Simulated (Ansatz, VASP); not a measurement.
Be: VASP beside Ansatz

INCAR

```
SYSTEM = Be
  ALGO = Normal
  EDIFF = 1E-7
  ENCUT = 520
  GGA = PE
  ISIF = 2
  ISMEAR = -1
  LASPH = .TRUE.
  LCHARG = .FALSE.
  LREAL = .FALSE.
  LWAVE = .FALSE.
  NBANDS = 7
  NELM = 80
  PREC = Accurate
  SIGMA = 0.1
```

KPOINTS

```
k-points
0
G
  16 16 16
  0 0 0
```

File POSCAR:

```
Be
1.0
    2.2565168185      0.0000000000      0.0000000000
    0.0000000000      2.2565168185      0.0000000000
    0.0000000000      0.0000000000      2.2565168185
Be
1
Direct
    0.0000000000      0.0000000000      0.0000000000
```

Input for Ansatz:

```yaml
crystal:
  lattice:
    - [2.2565168185, 0.0, 0.0]
    - [0.0, 2.2565168185, 0.0]
    - [0.0, 0.0, 2.2565168185]
  atoms:
    - { symbol: Be, position: [0.0, 0.0, 0.0] }
hamiltonian:
  xc: pbe
  pseudopotentials:
    kind: paw
    azcp:
      Be: "pseudopotentials/Be.paw.azcp"
basis:
  ecutwfc: 420
  fft_grid_basis: typed
kpoints:
  mp_grid: { grid: [16, 16, 16], shift: [0, 0, 0] }
magnetization:
  spin_polarized: false
scf:
  occupations: { method: fermi_dirac, width: 0.1 }
  lower_state_search: "off"
output:
  stress: true
```

Alike in both runs: task single point; functional PBE; k mesh 16 × 16 × 16; occupations fermi-dirac, width 0.1 eV; no spin polarisation.

|  | VASP | Ansatz |
| --- | --- | --- |
| version | VASP 6.6.1 | Ansatz 0.2.0 |
| potentials or method | VASP PAW PBE potentials, release 64 (Be), cutoff 520 eV | plane waves (420 eV) with PAW, scalar-relativistic |
| valence electrons in the cell | 2 | 2 |

VASP gave:

| Property | Result |
| --- | --- |
| pressure (GPa) | -6.9 |

Q: Which values does Ansatz return?

A: Pressure (GPa): -7.0.
